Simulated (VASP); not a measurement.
# H in VASP: a series of runs, part 2 of 2

VASP 6.6.1. The steps go on from the part before.

### Step 3. Single point, PBE+D3(BJ)

INCAR reads:

```
PREC     = Accurate       # precision mode
ENCUT    = 400            # plane-wave cutoff, eV
EDIFF    = 1E-6           # SCF threshold, eV
ISMEAR   = -1             # smearing method
SIGMA    = 0.02           # smearing width, eV
LREAL    = F              # projectors in reciprocal space
LASPH    = T              # aspherical terms in the spheres
NELM     = 120            # most SCF steps
ALGO     = Normal         # electronic algorithm
ISIF     = 2              # what is computed and relaxed
LWAVE    = F              # write WAVECAR
LCHARG   = F              # write CHGCAR
GGA      = PE             # functional
IVDW     = 12             # dispersion correction
NBANDS   = 30             # bands
GGA_COMPAT= F
```

KPOINTS reads:

```
Automatic mesh
0
Gamma
  1 1 1
```

POSCAR reads:

```
H
1.0
    7.3434200000      0.0000000000      0.0000000000
    0.0000000000      7.3434200000      0.0000000000
    0.0000000000      0.0000000000      7.3434200000
H
24
Direct
    0.3704813289      0.2757706900      0.5612371347
    0.3958101266      0.2330113217      0.6505960438
    0.9219818559      0.7696822461      0.3602136334
    0.9137568054      0.6694837011      0.4169038404
    0.2222670091      0.0013753810      0.7961957780
    0.1668977125      0.0363726983      0.7143265672
    1.0445133194      0.6413088180      0.8483649308
    1.0004466584      0.5615639579      0.8862900392
    0.8779151948      0.9712504528     -0.3640538060
    0.7988784517      0.9236976776     -0.3160244137
    0.7248393800      0.3144720035      0.7318252258
    0.8272848346      0.2806866555      0.7736313598
    0.5623401630      0.6008235945      1.0399514123
    0.5994754488      0.6970321730      1.0755751407
   -0.1580190157      0.8479019313      0.0556416493
   -0.0950102268      0.9302477592      0.0730994550
    0.7634317525      0.2140555763      0.4194775731
    0.8083154715      0.1417595616      0.4658047613
    0.2192302769      0.5805197034      0.6290393304
    0.2725841638      0.6144548453      0.7102957478
    0.8378521180      0.4761950154      0.1584956328
    0.9341968728      0.4533037740      0.1728894711
    0.2696699903      0.2193392180      1.0022850389
    0.3167325306      0.1778735249      1.0940270337
```

Potentials or basis: VASP PAW PBE potentials, release 64 (H).

On the command line:

```console
cat potpaw_PBE.64/H/POTCAR > POTCAR
mpirun -np 1 vasp_gam > vasp.out
```

OUTCAR:

```text
PREC = Accurate
   ENCUT = 400
   EDIFF = 1E-6
   ISMEAR = -1
   LREAL = F
   LASPH = T
   NELM = 120
   ISIF = 2
   GGA = PE
   IVDW = 12
 IVDW          = 12

 ion  position               nearest neighbor table
   1  0.370  0.276  0.561-   2 0.75
   2  0.396  0.233  0.651-   1 0.75
   3  0.922  0.770  0.360-   4 0.85
   4  0.914  0.669  0.417-   3 0.85
   5  0.222  0.001  0.796-   6 0.77
   6  0.167  0.036  0.714-   5 0.77
[... 16 lines left out ...]
  23  0.270  0.219  0.002-  24 0.82
  24  0.317  0.178  0.094-  23 0.82

  LATTYP: Found a simple cubic cell.
 ALAT       =     7.3434200000

  Lattice vectors:

 A1 = (   7.3434200000,   0.0000000000,   0.0000000000)
 A2 = (   0.0000000000,   7.3434200000,   0.0000000000)
 A3 = (   0.0000000000,   0.0000000000,   7.3434200000)

Analysis of symmetry for initial positions (statically):
=====================================================================
 Subroutine PRICEL returns:
 Original cell was already a primitive cell.

 Routine SETGRP: Setting up the symmetry group for a
 simple cubic supercell.

 Subroutine GETGRP returns: Found  1 space group operations
 (whereof  1 operations were pure point group operations)
 out of a pool of 48 trial point group operations.

The static configuration has the point symmetry C_1 .

Analysis of symmetry for dynamics (positions and initial velocities):
=====================================================================
 Subroutine PRICEL returns:
 Original cell was already a primitive cell.

 Routine SETGRP: Setting up the symmetry group for a
 simple cubic supercell.

 Subroutine GETGRP returns: Found  1 space group operations
 (whereof  1 operations were pure point group operations)
 out of a pool of 48 trial point group operations.

The dynamic configuration has the point symmetry C_1 .

 Subroutine INISYM returns: Found  1 space group operations
 (whereof  1 operations are pure point group operations),
 and found     1 'primitive' translations

----------------------------------------------------------------------------------------

                                     Primitive cell

  volume of cell :     395.9999

  direct lattice vectors                    reciprocal lattice vectors
     7.343420000  0.000000000  0.000000000     0.136176332  0.000000000  0.000000000
     0.000000000  7.343420000  0.000000000     0.000000000  0.136176332  0.000000000
     0.000000000  0.000000000  7.343420000     0.000000000  0.000000000  0.136176332

  length of vectors
     7.343420000  7.343420000  7.343420000     0.136176332  0.136176332  0.136176332

  position of ions in fractional coordinates (direct lattice)
     0.370481329  0.275770690  0.561237135
     0.395810127  0.233011322  0.650596044
     0.921981856  0.769682246  0.360213633
     0.913756805  0.669483701  0.416903840
     0.222267009  0.001375381  0.796195778
     0.166897713  0.036372698  0.714326567
[... 16 lines left out ...]
     0.269669990  0.219339218  0.002285039
     0.316732531  0.177873525  0.094027034

  ion indices of the primitive-cell ions
   primitive index   ion index
                 1           1
                 2           2
                 3           3
                 4           4
                 5           5
                 6           6
[... 16 lines left out ...]
                23          23
                24          24

----------------------------------------------------------------------------------------

 KPOINTS: Automatic mesh

Automatic generation of k-mesh.
 Grid dimensions read from file:
 generate k-points for:    1    1    1

 Generating k-lattice:

  Cartesian coordinates                     Fractional coordinates (reciprocal lattice)
     0.136176332  0.000000000  0.000000000     1.000000000  0.000000000  0.000000000
     0.000000000  0.136176332  0.000000000     0.000000000  1.000000000  0.000000000
     0.000000000  0.000000000  0.136176332     0.000000000  0.000000000  1.000000000

  Length of vectors
     0.136176332  0.136176332  0.136176332

  Shift w.r.t. Gamma in fractional coordinates (k-lattice)
     0.000000000  0.000000000  0.000000000

 Subroutine IBZKPT returns following result:
 ===========================================

 Found      1 irreducible k-points:

 Following reciprocal coordinates:
            Coordinates               Weight
  0.000000  0.000000  0.000000      1.000000
   k-points           NKPTS =      1   k-points in BZ     NKDIM =      1   number of bands    NBANDS=     30
   number of dos      NEDOS =    301   number of ions     NIONS =     24
   total plane-waves  NPLWV = 110592
   dimension x,y,z NGX =    48 NGY =   48 NGZ =   48
   dimension x,y,z NGXF=    96 NGYF=   96 NGZF=   96
   ions per type =              24
   NGX,Y,Z   is equivalent  to a cutoff of  10.87, 10.87, 10.87 a.u.
   NGXF,Y,Z  is equivalent  to a cutoff of  21.73, 21.73, 21.73 a.u.
 SYSTEM =  unknown system
   PREC   = accura    normal or accurate (medium, high low for compatibility)
   ISTART =      0    job   : 0-new  1-cont  2-samecut
   ICHARG =      2    charge: 1-file 2-atom 10-const
   ISPIN  =      1    spin polarized calculation?
   LNONCOLLINEAR =      F non collinear calculations
   LSORBIT =      F    spin-orbit coupling
   LASPH  =      T    aspherical Exc in radial PAW
   ENCUT  =  400.0 eV  29.40 Ry    5.42 a.u.  11.98 11.98 11.98*2*pi/ulx,y,z
   NELM   =    120;   NELMIN=  2; NELMDL= -5     # of ELM steps
   EDIFF  = 0.1E-05   stopping-criterion for ELM
   LREAL  =      F    real-space projection
   EDIFFG = 0.1E-04   stopping-criterion for IOM
   NSW    =      0    number of steps for IOM
   IBRION =     -1    ionic relax: 0-MD 1-quasi-New 2-CG
   NFREE  =      0    steps in history (QN), initial steepest desc. (CG)
   ISIF   =      2    stress and relaxation
   ISYM   =      2    0-nonsym 1-usesym 2-fastsym
   POTIM  = 0.5000    time-step for ionic-motion
   TEBEG  =    0.0;   TEEND  =   0.0 temperature during run
   PSTRESS=    0.0 pullay stress
   NELECT =      24.0000    total number of electrons
   NUPDOWN=      -1.0000    fix difference up-down
   EMIN   =  10.00;   EMAX   =-10.00  energy-range for DOS
   EFERMI =   0.00;   METHOD = LEGACY
   ISMEAR =    -1;   SIGMA  =   0.02  broadening in eV -4-tet -1-fermi 0-gaus
   EFERMI_NEDOS =   21; number of points for ismear=-14 and -15
   IALGO  =     38    algorithm
   IMIX   =      4    mixing-type and parameters
     AMIX     =   0.40;   BMIX     =  1.00
     AMIX_MAG =   1.60;   BMIX_MAG =  1.00
  volume/ion in A,a.u.               =      16.50       111.35
  Fermi-wavevector in a.u.,A,eV,Ry     =   0.643053  1.215194  5.626245  0.413517
  Thomas-Fermi vector in A             =   1.709926
   LORBIT       =      0    0 simple, 1 ext, 2 COOP (PROOUT), +10 PAW based schemes
   GGA     = PE    functional components
   LHFCALC =     F    Hartree Fock is set to
   AEXX    =    0.0000 exact exchange contribution
   IVDW    =    12    specifies the selected vdW correction
   LEPSILON=     F    determine dielectric tensor
   LRPA    =     F    only Hartree local field effects (RPA)
 non-spin polarized calculation
  energy-cutoff  :      400.00
  volume of cell :      396.00
 maximum number of plane-waves:      3562
 NGX is ok and might be reduce to    48
   NGX = 23   NGY = 23   NGZ = 23

 number of electron      24.0000004 magnetization

 Free energy of the ion-electron system (eV)
  ---------------------------------------------------
  ext. energy  EPLUGINS =         0.00000000
  ---------------------------------------------------
  free energy    TOTEN  =       -80.24909075 eV

  energy without entropy =      -80.24909075  energy(sigma->0) =      -80.24909075

 E-fermi :  -7.5569     XC(G=0):  -4.4040

 val. band max:       -8.0474622947   @ k =   0.0000   0.0000   0.0000
 cond. band min:      -0.2436191553   @ k =   0.0000   0.0000   0.0000
 fundamental gap:      7.8038431394
 Fermi energy:        -7.5569060698

 k-point     1 :       0.0000    0.0000    0.0000
  band No.  band energies     occupation
      1     -10.7531      2.00000
      2     -10.0919      2.00000
      3     -10.0136      2.00000
      4      -9.6677      2.00000
      5      -9.3017      2.00000
      6      -9.1853      2.00000
[... 16 lines left out ...]
     23       2.6302      0.00000
     24       2.9712      0.00000
 [bands above 24 left out]

------------------------ aborting loop because EDIFF is reached ----------------------------------------

 Edisp (eV)   -0.36220

 E8    (eV) :    -0.0648

  FORCE on cell =-STRESS in cart. coord.  units (eV):
  Direction    XX          YY          ZZ          XY          YZ          ZX
  --------------------------------------------------------------------------------------
  -------------------------------------------------------------------------------------
  Total      -2.32763    -2.39031    -1.60216    -0.16403     0.79903    -1.83159
  in kB      -9.41738    -9.67097    -6.48218    -0.66364     3.23280    -7.41043
  external pressure =       -8.52 kB  Pullay stress =        0.00 kB

 VOLUME and BASIS-vectors are now :
 -----------------------------------------------------------------------------
  energy-cutoff  :      400.00
  volume of cell :      396.00
      direct lattice vectors                 reciprocal lattice vectors
     7.343420000  0.000000000  0.000000000     0.136176332  0.000000000  0.000000000
     0.000000000  7.343420000  0.000000000     0.000000000  0.136176332  0.000000000
     0.000000000  0.000000000  7.343420000     0.000000000  0.000000000  0.136176332

 POSITION                                       TOTAL-FORCE (eV/Angst)
 -----------------------------------------------------------------------------------
      2.72060      2.02510      4.12140         0.075510      0.025038      0.012925
      2.90660      1.71110      4.77760         0.031313      0.036241     -0.104615
      6.77050      5.65210      2.64520        -0.143981     -1.939577      1.139758
      6.71010      4.91630      3.06150         0.177852      1.976276     -1.038785
      1.63220      0.01010      5.84680        -0.394064      0.140066     -0.497126
      1.22560      0.26710      5.24560         0.334816     -0.291668      0.512533
[... 16 lines left out ...]
      1.98030      1.61070      0.01678         0.726148     -0.605926      1.457127
      2.32590      1.30620      0.69048        -0.708049      0.667041     -1.371075
 -----------------------------------------------------------------------------------
    total drift:                               -0.000172     -0.000024      0.001336

  FREE ENERGIE OF THE ION-ELECTRON SYSTEM (eV)
  ---------------------------------------------------
  free  energy   TOTEN  =       -80.6112932670 eV

  energy  without entropy=      -80.6112932669  energy(sigma->0) =      -80.61129327
```

Wall time 12 s (1 thread of Intel Xeon 6975P-C (Granite Rapids), shared host); peak memory 0.3 GiB.

Results:

```
Free energy                : -80.6113 eV
Pressure                   : -0.9 GPa
Largest force              : 2.281 eV/Å
Band gap on the k mesh     : 7.80 eV
Dispersion energy per atom : -0.015 eV
```

Forces on the atoms (eV/Å):
```
H    0.076  0.025  0.013
H    0.031  0.036 -0.105
H   -0.144 -1.940  1.140
H    0.178  1.976 -1.039
H   -0.394  0.140 -0.497
H    0.335 -0.292  0.513
H    0.202  0.675 -0.218
H   -0.509 -0.648  0.419
H   -0.386 -0.368  0.348
H    0.372  0.156 -0.139
H    2.008 -0.603  0.899
H   -2.024  0.715 -0.707
H    0.428  1.206  0.426
H   -0.524 -1.220 -0.450
H    0.443  0.570  0.093
H   -0.410 -0.449 -0.120
H   -0.650  1.119 -0.858
H    0.602 -1.014  0.508
H    0.304  0.123  0.071
H    0.042 -0.075 -0.372
H   -0.476  0.020 -0.084
H    0.477 -0.216  0.072
H    0.726 -0.606  1.457
H   -0.708  0.667 -1.371
```

Levels at points of the mesh, in eV from the valence-band top:
```tsv
k point	band 9	band 10	band 11	band 12	band 13	band 14	band 15	band 16
(0.00, 0.00, 0.00)	-0.68	-0.48	-0.29	0.00	7.80	8.39	8.60	8.90
```

Caveat: the k points lie up to 0.86 Å⁻¹ apart.

### Step 4. Relaxation of the atoms, PBE+D3(BJ)

INCAR reads:

```
PREC = Accurate
ENCUT = 450
EDIFF = 1E-7
ISMEAR = -1
SIGMA = 0.02
LREAL = F
LASPH = T
NELM = 120
ALGO = Normal
ISIF = 2
LWAVE = F
LCHARG = F
GGA = PE
IVDW = 12
IBRION = 2
NSW = 35
EDIFFG = -0.3
GGA_COMPAT = F
NELMIN = 4
```

KPOINTS is that of step 3.

POSCAR reads:

```
H
1.0
    7.3434200000      0.0000000000      0.0000000000
    0.0000000000      7.3434200000      0.0000000000
    0.0000000000      0.0000000000      7.3434200000
H
24
Direct
    0.3312279000      0.5987643000      0.4517467000
    0.2390229000      0.5591584000      0.4491655000
    0.6637032000      0.2129061000      0.5434820000
    0.6670387000      0.2163780000      0.4432129000
    0.2640231000      0.1313423000      0.7332189000
    0.2648779000      0.1147752000      0.6342145000
    0.9026829000      0.5865194000      0.6379515000
    0.9459497000      0.6519867000      0.7005541000
    0.9083561000      0.8040109000      0.0584903000
    0.8921638000      0.7701185000     -0.0346020000
    0.3480637000      0.5377207000      0.7295371000
    0.3534604000      0.4419241000      0.7000252000
    0.1652000000      0.6040662000      0.9305812000
    0.1481531000      0.6537171000      0.8450169000
    0.1086734000      0.7644922000      0.5595537000
    0.0356127000      0.8332860000      0.5569850000
    0.9571051000      0.0683246000      0.4920504000
    0.9253313000      0.1083184000      0.5784678000
    0.6515121000      0.6668113000      0.5906224000
    0.7071021000      0.6922338000      0.5109951000
    0.8701475000      0.1509217000      0.1472791000
    0.9401188000      0.2075429000      0.1917214000
    0.9563695000      0.3731833000      0.8982675000
    0.8999883000      0.3475480000      0.8192671000
```

On the command line:

```console
cat potpaw_PBE.64/H/POTCAR > POTCAR
mpirun -np 1 vasp_gam > vasp.out
```

It took 57 s on 1 thread of Intel Xeon 6975P-C (Granite Rapids), shared host; peak memory 0.38 GiB.

Results (log left out):

```
Free energy                  : -80.6449 eV
Energy gained by relaxing    : 17.1 meV/atom
Ionic steps                  : 5
Pressure after relaxing      : 0.6 GPa
Largest force after relaxing : 0.250 eV/Å
Band gap on the k mesh       : 7.56 eV
Dispersion energy per atom   : -0.015 eV
```

Forces in eV/Å, atoms in the order of the input:
```
H   -0.060 -0.062 -0.206
H    0.078 -0.004 -0.193
H   -0.159  0.058 -0.085
H   -0.121  0.058  0.063
H    0.037 -0.029 -0.114
H    0.040  0.005  0.150
H    0.026 -0.074  0.062
H   -0.038 -0.160 -0.045
H   -0.096  0.018 -0.063
H   -0.088  0.085  0.160
H    0.166 -0.105  0.093
H    0.168 -0.133  0.036
H    0.045  0.083  0.112
H    0.075  0.046  0.176
H    0.103  0.130 -0.098
H    0.161  0.037 -0.038
H   -0.010  0.132  0.023
H    0.060  0.072 -0.019
H   -0.121  0.085 -0.184
H   -0.242  0.058 -0.023
H    0.105  0.073  0.077
H   -0.101 -0.096 -0.023
H   -0.078 -0.181 -0.017
H    0.049 -0.097  0.154
```

Stress tensor (GPa, compression positive):
```
 0.76 -0.46  0.04
-0.46  0.72 -0.32
 0.04 -0.32  0.38
```

The path:
| step | energy change (eV) | largest force (eV/Å) | pressure (GPa) |
| --- | --- | --- | --- |
| 1 | 0.0000 | 0.5669 | 1.38 |
| 2 | 0.0016 | 0.9466 | 0.08 |
| 3 | -0.0555 | 0.5196 | 0.72 |
| 4 | -0.1678 | 0.4145 | 0.69 |
| 5 | -0.4110 | 0.2497 | 0.62 |

Final structure:
```
H
1.0
     7.34342    0.00000    0.00000
     0.00000    7.34342    0.00000
     0.00000    0.00000    7.34342
H
24
Direct
  0.33158 0.59935 0.43938
  0.23793 0.55846 0.43689
  0.65554 0.21593 0.54373
  0.66092 0.21956 0.44169
  0.26549 0.13130 0.73489
  0.26643 0.11384 0.63377
  0.89988 0.56969 0.64695
  0.94254 0.63694 0.70968
  0.90537 0.80687 0.06127
  0.88769 0.77146 0.96674
  0.35760 0.53050 0.73594
  0.36266 0.43427 0.70424
  0.16661 0.60736 0.93901
  0.14952 0.65772 0.85215
  0.12113 0.77803 0.55001
  0.04627 0.84686 0.54953
  0.95973 0.07081 0.49129
  0.92899 0.11078 0.57977
  0.63978 0.66958 0.58533
  0.69528 0.69704 0.50382
  0.86959 0.15003 0.14720
  0.94084 0.20752 0.19375
  0.95591 0.36846 0.90090
  0.89859 0.34371 0.81988
```

Levels at points of the mesh, in eV from the valence-band top:
| k point | band 10 | band 11 | band 12 | band 13 | band 14 | band 15 |
| --- | --- | --- | --- | --- | --- | --- |
| (0.00, 0.00, 0.00) | -0.82 | -0.34 | 0.00 | 7.56 | 8.29 | 8.53 |

Caveat: the k points lie up to 0.86 Å⁻¹ apart; the relaxation stopped at a loose force limit of 0.3 eV/Å, so its end isn't a converged minimum.
